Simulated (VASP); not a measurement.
# C (R-3m) in VASP: notebook, part 2 of 2

VASP 6.6.1. Earlier steps stand in the parts before.

## (4) Relaxation of cell and atoms, PBE

INCAR

```
SYSTEM = C
  PREC = Accurate
  ENCUT = 600
  EDIFF = 1E-6
  ISMEAR = 0
  SIGMA = 0.1
  LREAL = .False.
  LASPH = .True.
  NELM = 100
  ALGO = Normal
  ISIF = 3
  LWAVE = .False.
  LCHARG = .False.
  GGA = PE
  IBRION = 2
  NSW = 90
  EDIFFG = -0.04
```

KPOINTS

```
Automatic mesh
0
Gamma
  6 6 6
  0 0 0
```

POSCAR

```
C
1.0
    3.3952408600      1.9602432300      0.7910295600
   -3.3952408600      1.9602432300      0.7910295600
    0.0000000000     -3.9204864500      0.7910295600
C
6
Direct
    0.8062090300      0.1851480000      0.8062090300
    0.1937909700      0.1937909700      0.8148520000
    0.1851480000      0.8062090300      0.8062090300
    0.8148520000      0.1937909700      0.1937909700
    0.8062090300      0.8062090300      0.1851480000
    0.1937909700      0.8148520000      0.1937909700
```

Potentials or basis: VASP PAW PBE potentials, release 64 (C).

Run with:

```bash
cat potpaw_PBE.64/C/POTCAR > POTCAR
mpirun -np 1 vasp_std > vasp.out
```

OUTCAR:

```text
SYSTEM = C
   PREC = Accurate
   ENCUT = 600
   EDIFF = 1E-6
   ISMEAR = 0
   LREAL = .False.
   LASPH = .True.
   NELM = 100
   ISIF = 3
   GGA = PE
   IBRION = 2
   NSW = 90
   EDIFFG = -0.04

 ion  position               nearest neighbor table
   1  0.806  0.185  0.806-   6 1.46   4 1.52   2 1.52   6 1.58
   2  0.194  0.194  0.815-   5 1.46   3 1.52   1 1.52   5 1.58
   3  0.185  0.806  0.806-   4 1.46   6 1.52   2 1.52   4 1.58
   4  0.815  0.194  0.194-   3 1.46   1 1.52   5 1.52   3 1.58
   5  0.806  0.806  0.185-   2 1.46   4 1.52   6 1.52   2 1.58
   6  0.194  0.815  0.194-   1 1.46   3 1.52   5 1.52   1 1.58

  LATTYP: Found a trigonal (rhomboedric) cell.
 ALAT       =     3.9994926907
 COS(alpha) =    -0.4413231373

  Lattice vectors:

 A1 = (   3.3952408600,   1.9602432300,   0.7910295600)
 A2 = (  -3.3952408600,   1.9602432300,   0.7910295600)
 A3 = (   0.0000000000,  -3.9204864500,   0.7910295600)
[... 766 lines left out ...]

[... ionic steps 4 to 8 ...]

--------------------------------------- Ionic step        9  -------------------------------------------

 number of electron      23.9999996 magnetization

------------------------ aborting loop because EDIFF is reached ----------------------------------------
[... 75 lines left out ...]
--------------------------------------- Ionic step       11  -------------------------------------------

 number of electron      23.9999996 magnetization

 Free energy of the ion-electron system (eV)
  ---------------------------------------------------
  ext. energy  EPLUGINS =         0.00000000
  ---------------------------------------------------
  free energy    TOTEN  =       -51.20234997 eV

  energy without entropy =      -51.20204225  energy(sigma->0) =      -51.20219611

 E-fermi :   9.7807     XC(G=0): -12.8494

 val. band max:        9.7077873085   @ k =   0.5000   0.5000   0.5000
 cond. band min:       9.8535179625   @ k =   0.0000   0.0000   0.0000
 fundamental gap:      0.1457306540
 Fermi energy:         9.7806810442

 k-point     1 :       0.0000    0.0000    0.0000
  band No.  band energies     occupation
      1     -12.2259      2.00000
      2      -4.5398      2.00000
      3      -4.5398      2.00000
      4      -2.8787      2.00000
      5      -2.8787      2.00000
      6      -2.7039      2.00000
[... 480 lines left out ...]
  FREE ENERGIE OF THE ION-ELECTRON SYSTEM (eV)
  ---------------------------------------------------
  free  energy   TOTEN  =       -51.2023499745 eV

  energy  without entropy=      -51.2020422544  energy(sigma->0) =      -51.20219611

 reached required accuracy - stopping structural energy minimisation
```

It took 54 s on 1 thread of Intel Xeon 6975P-C (Granite Rapids), shared host; peak memory 0.17 GiB.

What came out:

| Quantity | Value |
| --- | --- |
| Free energy | -51.2023 eV |
| Relaxed volume | 6.08 Å³/atom |
| Relaxed cell | a = 4.162 Å, b = 4.162 Å, c = 4.162 Å, α = 115.99°, β = 115.99°, γ = 115.99° |
| Space group after relaxing (to 0.1 Å) | R-3m (No. 166) |
| Energy gained by relaxing | 193.8 meV/atom |
| Ionic steps | 11 |
| Pressure after relaxing | -0.1 GPa |
| Largest force after relaxing | 0.034 eV/Å |
| Band gap on the k mesh | zero (bands 12 and 13 overlap by 0.15 eV) |

Forces in eV/Å, atoms in the order of the input:
```
C   -0.027  0.016  0.013
C    0.000  0.032 -0.013
C    0.027  0.016  0.013
C   -0.027 -0.016 -0.013
C    0.000 -0.032  0.013
C    0.027 -0.016 -0.013
```

Step by step:
```csv
step,energy change (eV),largest force (eV/Å),pressure (GPa),volume (Å³)
1,0.0000,2.8013,53.12,31.59
2,0.0013,4.6665,-11.43,40.26
3,-1.0243,1.4999,13.90,35.28
4,-0.5407,2.7140,-29.93,39.51
5,-1.1476,0.2101,-2.68,36.49
6,-1.1480,0.1516,-2.00,36.43
7,-1.1595,0.0934,0.97,36.34
8,-1.1614,0.1008,0.12,36.36
9,-1.1624,0.0940,0.81,36.37
10,-1.1624,0.0772,0.71,36.37
11,-1.1629,0.0344,-0.06,36.46
```

Final structure:
```yaml
crystal:
  lattice:
    - [3.52974, 2.03790, 0.84477]
    - [-3.52974, 2.03790, 0.84477]
    - [0.00000, -4.07579, 0.84477]
  atoms:
    - { symbol: C, position: [0.83619, 0.21107, 0.83619] }
    - { symbol: C, position: [0.16381, 0.16381, 0.78893] }
    - { symbol: C, position: [0.21107, 0.83619, 0.83619] }
    - { symbol: C, position: [0.78893, 0.16381, 0.16381] }
    - { symbol: C, position: [0.83619, 0.83619, 0.21107] }
    - { symbol: C, position: [0.16381, 0.78893, 0.16381] }
```

Caveat: the k points lie up to 0.45 Å⁻¹ apart in the final cell; the volume moved by over 15 % at a fixed basis, so the end points are rough.

## (5) Single point, PBE, collinear spin

This run uses another cell than the first one, of 6.07 Å³/atom.

INCAR

```
SYSTEM = C
PREC = Accurate ; ENCUT = 520
EDIFF = 1E-7 ; ISMEAR = 0
SIGMA = 0.1 ; LREAL = .False.
LASPH = .True. ; NELM = 150
ALGO = Normal ; ISIF = 2
LWAVE = .False. ; LCHARG = .True.
ISPIN = 2 ; MAGMOM = 1 1 1 1 1 1
LORBIT = 11 ; GGA = PE
LELF = .True. ; LVHAR = .True.
NBANDS = 25
```

KPOINTS

```
regular mesh
0
Gamma
  6 6 6
  0 0 0
```

POSCAR

```
C
1.0
    3.5274430802      2.0365702119      0.8453277789
   -3.5274430802      2.0365702119      0.8453277789
    0.0000000000     -4.0731404238      0.8453277789
C
6
Direct
    0.8363721450      0.2113873474      0.8363721450
    0.1636278550      0.1636278550      0.7886126526
    0.2113873474      0.8363721450      0.8363721450
    0.7886126526      0.1636278550      0.1636278550
    0.8363721450      0.8363721450      0.2113873474
    0.1636278550      0.7886126526      0.1636278550
```

Run with:

```bash
cat potpaw_PBE.64/C/POTCAR > POTCAR
mpirun -np 1 vasp_std > vasp.out
```

It took 32 s on 1 thread of Intel Xeon 6975P-C (Granite Rapids), shared host; peak memory 0.21 GiB.

It converged, with:

| Item | Value |
| --- | --- |
| Free energy | -51.2065 eV |
| Pressure | 0.6 GPa |
| Largest force | 0.032 eV/Å |
| Band gap on the k mesh | zero (filled and empty bands overlap) |
| Net moment | 0.00 μB per cell |
| Valence electrons inside the program's atomic spheres | C 2.54 |

Forces on the atoms (eV/Å):
```
C    0.014 -0.008 -0.028
C    0.000 -0.016  0.028
C   -0.014 -0.008 -0.028
C    0.014  0.008  0.028
C    0.000  0.016 -0.028
C   -0.014  0.008  0.028
```

Stress tensor (GPa, compression positive):
```
0.78 0.00 0.00
0.00 0.78 0.00
0.00 0.00 0.28
```

Levels at points of the mesh, in eV from the Fermi level:
Spin up:
```csv
k point,band 8,band 9,band 10,band 11,band 12,band 13,band 14,band 15,band 16,band 17
"(0.00, 0.00, 0.00)",-4.00,-4.00,-1.55,-1.55,0.06,0.84,3.69,3.69,7.60,7.60
"(0.50, 0.00, 0.00)",-8.43,-6.71,-6.24,-6.03,-3.66,2.42,3.11,4.96,7.64,8.60
"(0.50, 0.50, 0.00)",-6.24,-4.35,-4.34,-3.00,-1.23,2.56,4.90,5.36,5.79,7.15
"(0.50, 0.50, 0.50)",-7.15,-5.42,-5.06,-5.06,-3.76,-0.06,5.73,5.73,7.99,7.99
```
Spin down:
```tsv
k point	band 10	band 11	band 12	band 13	band 14	band 15
(0.00, 0.00, 0.00)	-1.55	-1.55	0.06	0.84	3.69	3.69
(0.50, 0.00, 0.00)	-6.24	-6.03	-3.66	2.42	3.11	4.96
(0.50, 0.50, 0.00)	-4.34	-3.00	-1.23	2.56	4.90	5.36
(0.50, 0.50, 0.50)	-5.06	-5.06	-3.76	-0.06	5.73	5.73
```

Caveat: the k points lie up to 0.45 Å⁻¹ apart.

## (6) Summary

| task | spin | cell | cutoff (eV) | gap on the mesh (eV) | pressure (GPa) | largest force (eV/Å) |
| --- | --- | --- | --- | --- | --- | --- |
| single point | off | a = 3.999 Å, angles 116.2°, 6 atoms, atomic positions A | 520 | 1.62 | 53.8 | 2.80 |
| single point | off | a = 4.160 Å, angles 116.0°, 6 atoms, atomic positions B | 520 | none | 0.6 | 0.03 |
| relaxation of cell and atoms | off | relaxed from a = 3.999 Å, angles 116.2°, 6 atoms, atomic positions A | 600 | none | -0.1 | 0.03 |
| single point | collinear | a = 4.160 Å, angles 116.0°, 6 atoms, atomic positions B | 520 | none | 0.6 | 0.03 |

Alike in all rows: level PBE; potentials or basis VASP PAW PBE potentials, release 64 (C); k mesh 6 × 6 × 6; smearing gaussian 0.1 eV.

Caveats: all runs use coarse meshes; forces of over 1 eV/Å act on the atoms, so gaps and moduli don't describe the material at rest (at least some runs); the volume moved by over 15 % at a fixed basis, so the end points are rough (at least some runs).

Total energies depend on the potentials used, so only differences within one code and one set of settings carry meaning.
